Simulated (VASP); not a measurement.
Wanted: the native input for a VASP 6.6.1 run.

```
Task                      : relaxation of the atoms
Functional                : PBE
Potentials or basis       : VASP PAW PBE potentials, release 64 (Mo_sv)
Cutoff                    : 520 eV
k mesh                    : 9 × 9 × 1
Occupations               : gaussian, width 0.1 eV
Spin                      : no spin polarisation
Dipole correction         : yes
Atoms held fixed (from 0) : [0, 1, 2]
Further INCAR settings    : ALGO = Fast; EDIFF = 1e-07; IBRION = 2; EDIFFG = -0.03; NSW = 70
```

The structure of Mo lies in POSCAR:

```
Mo
1.0
    4.4695355114      0.0000000000      0.0000000000
   -2.2347677557      3.8707312960      0.0000000000
    0.0000000000      0.0000000000     18.5617005793
Mo
6
Selective dynamics
Direct
    0.6666666667      0.3333333333      0.3771206183  F F F
    0.3333333333      0.6666666667      0.4262723710  F F F
    0.0000000000      0.0000000000      0.4754241237  F F F
    0.6666666667      0.3333333333      0.5245758763  T T T
    0.3333333333      0.6666666667      0.5737276290  T T T
    0.0000000000      0.0000000000      0.6228793817  T T T
```

The input as run:

INCAR

```
ALGO     = Fast           # electronic algorithm
DIPOL    = 0.5 0.5 0.500
EDIFF    = 1E-7           # SCF threshold, eV
EDIFFG   = -0.03          # ionic threshold
ENCUT    = 520            # plane-wave cutoff, eV
GGA      = PE             # functional
IBRION   = 2              # ionic algorithm
IDIPOL   = 3            
ISIF     = 2              # what is computed and relaxed
ISMEAR   = 0              # smearing method
LASPH    = True           # aspherical terms in the spheres
LCHARG   = False          # write CHGCAR
LDIPOL   = True         
LREAL    = False          # projectors in reciprocal space
LWAVE    = False          # write WAVECAR
NELM     = 80             # most SCF steps
NSW      = 70             # ionic steps
PREC     = Accurate       # precision mode
SIGMA    = 0.1            # smearing width, eV
```

KPOINTS

```
k-points
0
Gamma
  9 9 1
```

Potentials or basis: VASP PAW PBE potentials, release 64 (Mo_sv).

Run with:

```sh
$ cat potpaw_PBE.64/Mo_sv/POTCAR > POTCAR
$ mpirun -np 1 vasp_std > vasp.out
```

It gave:

* Energy gained by relaxing: 62.2 meV/atom
* Ionic steps: 11
* Band gap on the k mesh: zero (bands 42 and 43 overlap by 0.10 eV)

Run time: 81 min on 1 thread of Oxide Virtual Turin-like Processor, on a shared host, peak memory 0.5 GiB.
